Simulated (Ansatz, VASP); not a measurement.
**One calculation of BN, two programs**

INCAR

```
PREC     = Accurate       # precision mode
ENCUT    = 600            # plane-wave cutoff, eV
EDIFF    = 1E-6           # SCF threshold, eV
ISMEAR   = 0              # smearing method
SIGMA    = 0.05           # smearing width, eV
LREAL    = False          # projectors in reciprocal space
LASPH    = True           # aspherical terms in the spheres
NELM     = 120            # most SCF steps
ALGO     = Normal         # electronic algorithm
ISIF     = 2              # what is computed and relaxed
LWAVE    = False          # write WAVECAR
LCHARG   = False          # write CHGCAR
GGA      = PE             # functional
NBANDS   = 26             # bands
GGA_COMPAT= False
```

Contents of KPOINTS:

```
regular mesh
0
Gamma
  6 6 6
```

POSCAR

```
BN
1.0
    3.5653008077     -0.0316413214     -0.0871982262
    0.0316413214     -3.7567740128     -0.0443163618
    0.0871982262     -0.0443163618     -3.4787401632
B N
4 4
Direct
    0.0585351483      0.0380839688     -0.0144365681
    0.4666366707      0.4636449702     -0.0065123333
    0.4858435408     -0.0453147365      0.5206598747
   -0.0717530587      0.5257783516      0.4934983884
    0.7851922168      0.7871408951      0.7665169083
    0.2380200940      0.2180781204      0.7232016904
    0.2724708429      0.7713487405      0.2462159326
    0.7650545450      0.2412396898      0.2708561070
```

Input for Ansatz:

```yaml
crystal:
  lattice:
    - [3.5653008077, -0.0316413214, -0.0871982262]
    - [0.0316413214, -3.7567740128, -0.0443163618]
    - [0.0871982262, -0.0443163618, -3.4787401632]
  atoms:
    - { symbol: B, position: [0.0585351483, 0.0380839688, -0.0144365681] }
    - { symbol: B, position: [0.4666366707, 0.4636449702, -0.0065123333] }
    - { symbol: B, position: [0.4858435408, -0.0453147365, 0.5206598747] }
    - { symbol: B, position: [-0.0717530587, 0.5257783516, 0.4934983884] }
    - { symbol: "N", position: [0.7851922168, 0.7871408951, 0.7665169083] }
    - { symbol: "N", position: [0.238020094, 0.2180781204, 0.7232016904] }
    - { symbol: "N", position: [0.2724708429, 0.7713487405, 0.2462159326] }
    - { symbol: "N", position: [0.765054545, 0.2412396898, 0.270856107] }
basis:
  ecutwfc: 420
kpoints:
  mp_grid: { grid: [6, 6, 6] }
hamiltonian:
  xc: pbe
scf:
  occupations: { method: gaussian, width: 0.05 }
output:
  forces: true
  stress: true
  eigenvalues: true
```

Change from the starting cell: all atoms moved at random (sigma 0.15 Å a component), cell strained at random (sigma 0.03).

Alike in both runs: task single point; functional PBE; k mesh 6 × 6 × 6; occupations gaussian, width 0.05 eV; no spin polarisation.

```csv
,VASP,Ansatz
version,VASP 6.6.1,Ansatz 0.2.0
potentials or method,"VASP PAW PBE potentials, release 64 (B, N), cutoff 600 eV","scalar-relativistic, plane waves, PAW"
valence electrons in the cell,32,32
```

Ansatz gave:

```
gap on the k mesh at the Fermi level (eV)                     : 1.80
least direct gap on the mesh (eV)                             : 1.80
pressure (GPa)                                                : 29.1
traceless stress, the component that is largest in VASP (GPa) : 33.92
rms of the force components (eV/Å)                            : 4.194
```

Q: Estimate VASP's values.

A: gap on the k mesh at the Fermi level (eV): 1.79; least direct gap on the mesh (eV): 1.79; pressure (GPa): 29.1; traceless stress, the component that is largest in VASP (GPa): 33.96; rms of the force components (eV/Å): 4.206.

Atom by atom the forces differ by 0.015 eV/Å (rms over components). Both programs put the cell under a high pressure, so it lies far from rest at this level. The functional is the same, so the differences come from potentials, cutoffs and numerics.
